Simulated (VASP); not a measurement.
# Mg3CdS2 (P-6m2) in VASP: a series of runs, part 2 of 2

VASP 6.6.1.

### Step 5. Relaxation of cell and atoms, PBE

This run uses another cell than the first one, of 22.33 Å³/atom, 0.994 times its volume.

Input file INCAR:

```
PREC     = Accurate       # precision mode
ENCUT    = 600            # plane-wave cutoff, eV
EDIFF    = 1E-6           # SCF threshold, eV
ISMEAR   = 0              # smearing method
SIGMA    = 0.1            # smearing width, eV
LREAL    = F              # projectors in reciprocal space
LASPH    = T              # aspherical terms in the spheres
NELM     = 100            # most SCF steps
ALGO     = Normal         # electronic algorithm
ISIF     = 3              # what is computed and relaxed
LWAVE    = F              # write WAVECAR
LCHARG   = F              # write CHGCAR
GGA      = PE             # functional
IBRION   = 2              # ionic algorithm
NSW      = 90             # ionic steps
EDIFFG   = -0.04          # ionic threshold
```

Input file KPOINTS:

```
regular mesh
0
Gamma
  6 6 4
```

Input file POSCAR:

```
Mg3CdS2
1.0
    4.6315625984      0.0000000000      0.0000000000
   -2.3157812992      4.0110508695      0.0000000000
    0.0000000000      0.0000000000      7.2125136063
Mg Cd S
3 1 2
Direct
    0.0000000000      0.0000000000      0.5000000000
    0.3333333333      0.6666666667      0.0000000000
    0.3333333333      0.6666666667      0.5000000000
    0.0000000000      0.0000000000      0.0000000000
    0.6666666667      0.3333333333      0.2815021728
    0.6666666667      0.3333333333      0.7184978272
```

On the command line:

```
cat potpaw_PBE.64/Mg/POTCAR potpaw_PBE.64/Cd/POTCAR potpaw_PBE.64/S/POTCAR > POTCAR
mpirun -np 1 vasp_std > vasp.out
```

Wall time 2.2 min (1 thread of Intel Xeon 6975P-C, shared host); peak memory 0.36 GiB.

It converged, with:

- Free energy: -12.9133 eV
- Relaxed volume: 22.46 Å³/atom
- Relaxed cell: a = 4.643 Å, b = 4.643 Å, c = 7.216 Å, α = 90.00°, β = 90.00°, γ = 120.00°
- Space group after relaxing (to 0.05 Å): P-6m2 (No. 187)
- Energy gained by relaxing: 0.1 meV/atom
- Ionic steps: 3
- Pressure after relaxing: -0.1 GPa
- Largest force after relaxing: 0.033 eV/Å
- Band gap on the k mesh: zero (band 15 reaches 3.39 eV, above the bottom of band 16 at 3.22 eV)

Forces in eV/Å, atoms in the order of the input:
```
Mg   0.000  0.000  0.000
Mg   0.000  0.000  0.000
Mg   0.000  0.000  0.000
Cd   0.000  0.000  0.000
S    0.000  0.000  0.033
S    0.000  0.000 -0.033
```

Stress tensor (GPa, compression positive):
```
-0.11  0.00  0.00
 0.00 -0.11  0.00
 0.00  0.00  0.03
```

Step by step:
| step | energy change (eV) | largest force (eV/Å) | pressure (GPa) | volume (Å³) |
| --- | --- | --- | --- | --- |
| 1 | 0.0000 | 0.0510 | 0.16 | 133.99 |
| 2 | -0.0005 | 0.0404 | 0.04 | 134.42 |
| 3 | -0.0006 | 0.0331 | -0.06 | 134.74 |

Final structure:
```
Mg Cd S
1.0
     4.64332    0.00000    0.00000
    -2.32166    4.02123    0.00000
     0.00000    0.00000    7.21624
Mg Cd S
3 1 2
Direct
  0.00000 0.00000 0.50000
  0.33333 0.66667 0.00000
  0.33333 0.66667 0.50000
  0.00000 0.00000 0.00000
  0.66667 0.33333 0.28210
  0.66667 0.33333 0.71790
```

Levels at points of the mesh, in eV from the Fermi level:
```tsv
k point	band 12	band 13	band 14	band 15	band 16	band 17	band 18	band 19
(0.00, 0.00, 0.00)	-2.06	-2.06	-1.19	-0.05	0.21	1.33	1.33	3.37
(0.50, 0.00, 0.00)	-2.74	-2.35	-1.76	-0.80	0.98	1.52	1.53	1.70
(0.00, 0.00, 0.50)	-2.23	-2.23	-1.90	-0.88	1.73	1.73	2.38	2.38
(0.50, 0.00, 0.50)	-2.95	-2.80	-1.03	-0.83	-0.02	0.67	2.41	3.12
```

### Step 6. Relaxation of cell and atoms, PBE

Input file INCAR:

```
SYSTEM = Mg3CdS2
PREC = Accurate ; ENCUT = 600
EDIFF = 1E-6 ; ISMEAR = 0
SIGMA = 0.1 ; LREAL = .FALSE.
LASPH = .TRUE. ; NELM = 60
ALGO = Normal ; ISIF = 3
LWAVE = .FALSE. ; LCHARG = .FALSE.
GGA = PE ; IBRION = 2
NSW = 100 ; EDIFFG = -0.01
```

Input file KPOINTS:

```
regular mesh
0
G
  12 12 6
  0 0 0
```

Input file POSCAR:

```
Mg3CdS2
1.0
    4.6408702260      0.0000000000      0.0000000000
   -2.3204351130      4.0191115114      0.0000000000
    0.0000000000      0.0000000000      7.2246770878
Mg Cd S
3 1 2
Direct
    0.0000000000      0.0000000000      0.5000000000
    0.3333333333      0.6666666667      0.0000000000
    0.3333333333      0.6666666667      0.5000000000
    0.0000000000      0.0000000000      0.0000000000
    0.6666666667      0.3333333333      0.2832665921
    0.6666666667      0.3333333333      0.7167334079
```

Potentials or basis: VASP PAW PBE potentials, release 64 (Mg, Cd, S).

On the command line:

```
cat potpaw_PBE.64/Mg/POTCAR potpaw_PBE.64/Cd/POTCAR potpaw_PBE.64/S/POTCAR > POTCAR
mpirun -np 1 vasp_std > vasp.out
```

Run time: 16 min. Hardware: 1 thread of Intel Xeon 6975P-C, shared host; peak memory 0.51 GiB.

The run converged. Its results:

```yaml
Free_energy: -12.9517 eV
Relaxed_volume: 22.62 Å³/atom
Relaxed_cell: a = 4.629 Å, b = 4.629 Å, c = 7.317 Å, α = 90.00°, β = 90.00°, γ = 120.00°
Space_group_after_relaxing_to_0.05_Å: P-6m2 (No. 187)
Energy_gained_by_relaxing: 0.8 meV/atom
Ionic_steps: 9
Pressure_after_relaxing: 0.0 GPa
Band_gap_on_the_k_mesh: zero (band 15 reaches 3.41 eV, above the bottom of band 16 at 3.15 eV)
```

The path:
```
step  energy change (eV)  largest force (eV/Å)  pressure (GPa)  volume (Å³)
   1              0.0000                0.0937           -0.11       134.76
   2             -0.0010                0.0801            0.01       134.45
   3             -0.0018                0.0540            0.26       133.85
   4             -0.0026                0.0429            0.22       134.06
   5             -0.0041                0.0116            0.14       134.67
   6             -0.0042                0.0564           -0.02       135.91
   7             -0.0047                0.0230            0.05       135.31
   8             -0.0050                0.0079            0.02       135.58
   9             -0.0051                0.0013            0.00       135.74
```

Final structure:
```
Mg Cd S
1.0
     4.62851    0.00000    0.00000
    -2.31425    4.00840    0.00000
     0.00000    0.00000    7.31656
Mg Cd S
3 1 2
Cartesian
  0.0000 0.0000 3.6583
  0.0000 2.6723 0.0000
  0.0000 2.6723 3.6583
  0.0000 0.0000 0.0000
  2.3143 1.3361 2.1196
  2.3143 1.3361 5.1970
```

Levels at points of the mesh, in eV from the Fermi level:
```csv
k point,band 11,band 12,band 13,band 14,band 15,band 16,band 17,band 18,band 19
"(0.00, 0.00, 0.00)",-3.00,-2.06,-2.06,-1.25,0.00,0.02,1.36,1.36,3.34
"(0.50, 0.00, 0.00)",-3.64,-2.83,-2.36,-1.76,-0.82,0.82,1.51,1.57,1.73
"(0.00, 0.00, 0.50)",-2.92,-2.20,-2.20,-1.98,-0.75,1.70,1.70,2.47,2.47
"(0.50, 0.00, 0.50)",-3.43,-2.91,-2.74,-1.17,-0.86,-0.02,0.72,2.30,3.19
```

### Step 7. The runs side by side

```csv
task,cell,k mesh,cutoff (eV),gap on the mesh (eV),pressure (GPa),relaxed volume (Å³/atom),largest force (eV/Å)
single point,"a = 4.641, b = 4.641, c = 7.225 Å, angles 90.0, 90.0, 120.0°, 6 atoms",6 × 6 × 4,520,none,0.0,-,0.01
relaxation of cell and atoms,"relaxed from a = 4.163, b = 4.163, c = 7.781 Å, angles 90.0, 90.0, 120.0°, 6 atoms",6 × 6 × 2,600,none,0.1,22.33,-
single point,"a = 4.629, b = 4.629, c = 7.326 Å, angles 90.0, 90.0, 120.0°, 6 atoms",12 × 12 × 6,520,none,-0.1,-,0.01
relaxation of cell and atoms,"relaxed from a = 4.632, b = 4.632, c = 7.213 Å, angles 90.0, 90.0, 120.0°, 6 atoms",6 × 6 × 4,600,none,-0.1,22.46,0.03
relaxation of cell and atoms,"relaxed from a = 4.641, b = 4.641, c = 7.225 Å, angles 90.0, 90.0, 120.0°, 6 atoms",12 × 12 × 6,600,none,0.0,22.62,-
```

Alike in all rows: level PBE; potentials or basis VASP PAW PBE potentials, release 64 (Mg, Cd, S); no spin polarisation; smearing gaussian 0.1 eV.

Caveats: some runs use coarse meshes.

Total energies depend on the potentials used, so only differences within one code and one set of settings carry meaning.
